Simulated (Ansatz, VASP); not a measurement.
**Al2Zn3O: VASP beside Ansatz**

```
Al Zn O
1.0
     5.04447    0.00000    0.00000
    -2.52223    4.36864    0.00000
     0.00000    0.00000    3.91371
Al Zn O
2 3 1
Direct
  0.33333 0.66667 0.00000
  0.66667 0.33333 0.00000
  0.50000 0.00000 0.50000
  0.50000 0.50000 0.50000
  0.00000 0.50000 0.50000
  0.00000 0.00000 0.00000
```

Change from the starting cell: species swapped into the SmAl3Pd2 type (P6/mmm, No. 191).

Alike in both runs: task single point; functional PBE; k mesh 6 × 6 × 4; occupations gaussian, width 0.1 eV; collinear spin.

```csv
,VASP,Ansatz
version,VASP 6.6.1,Ansatz 0.2.0
potentials or method,"VASP PAW PBE potentials, release 64 (Al, Zn, O), cutoff 520 eV","scalar-relativistic, plane waves, PAW"
valence electrons in the cell,48,48
```

VASP gave:

- gap on the k mesh at the Fermi level (eV): none
- pressure (GPa): 14.4
- traceless stress, the component that is largest in VASP (GPa): 16.70
- net moment per atom (μB): 0.00

Task: What did Ansatz give for the same quantities?

Result: gap on the k mesh at the Fermi level (eV): none; pressure (GPa): 14.2; traceless stress, the component that is largest in VASP (GPa): 16.69; net moment per atom (μB): 0.00.

A gap of «none» marks a metal or a gap that the smearing closes. The functional is the same, so the differences come from potentials, cutoffs and numerics. Ansatz's warnings: seeded moment not kept.

The k mesh is coarse, so the values compare programs but aren't converged.
